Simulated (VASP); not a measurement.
Set up this calculation in VASP 6.6.1, as the native input.

```
Task                   : single point
Functional             : PBE
Potentials or basis    : VASP PAW PBE potentials, release 64 (Al, N)
Cutoff                 : 520 eV
k mesh                 : 6 × 6 × 6
Occupations            : gaussian, width 0.05 eV
Spin                   : no spin polarisation
Dipole correction      : no
Further INCAR settings : ALGO = Normal; EDIFF = 1e-06; NBANDS = 16
```

The structure of AlN lies in POSCAR:

```
AlN
1.0
    0.0000000000     -2.2015682416     -2.2015682416
   -2.2015682416      0.0000000000     -2.2015682416
    2.2015682416      2.2015682416     -4.4031364832
Al N
2 2
Direct
   -0.0130743377      0.0534675143     -0.0008842550
    0.5113058277      0.4447639757      0.4991157450
    0.3657804026      0.4254052567      0.8767033313
    0.8876262599      0.8280014058      0.3767033313
```

This cell differs from its parent crystal: mode 4 frozen in at -0.154 Å and mode 10 at -0.015 Å (largest displacements).

These files were run (other wordings do the same):

INCAR

```
PREC = Accurate
ENCUT = 520
EDIFF = 1E-6
ISMEAR = 0
SIGMA = 0.05
LREAL = F
LASPH = T
NELM = 80
ALGO = Normal
ISIF = 2
LWAVE = F
LCHARG = F
GGA = PE
NBANDS = 16
```

KPOINTS

```
regular mesh
0
Gamma
  6 6 6
```

Potentials or basis: VASP PAW PBE potentials, release 64 (Al, N).

Launch:

```sh
$ cat potpaw_PBE.64/Al/POTCAR potpaw_PBE.64/N/POTCAR > POTCAR
$ mpirun -np 1 vasp_std > vasp.out
```

Results of the run:

```json
{"Pressure": "-0.8 GPa", "Largest force": "1.041 eV/Å", "Band gap on the k mesh": "3.13 eV, indirect (least direct gap 3.63 eV)"}
```

Caveat: the cell differs from its parent crystal (mode 4 frozen in at -0.154 Å and mode 10 at -0.015 Å (largest displacements)); forces of over 1 eV/Å act on the atoms, so gaps and moduli don't describe the material at rest.

It took 74 s on 1 thread of AMD EPYC 7R43 64-Core Processor (Zen 3) (shared host), peak memory 0.16 GiB.
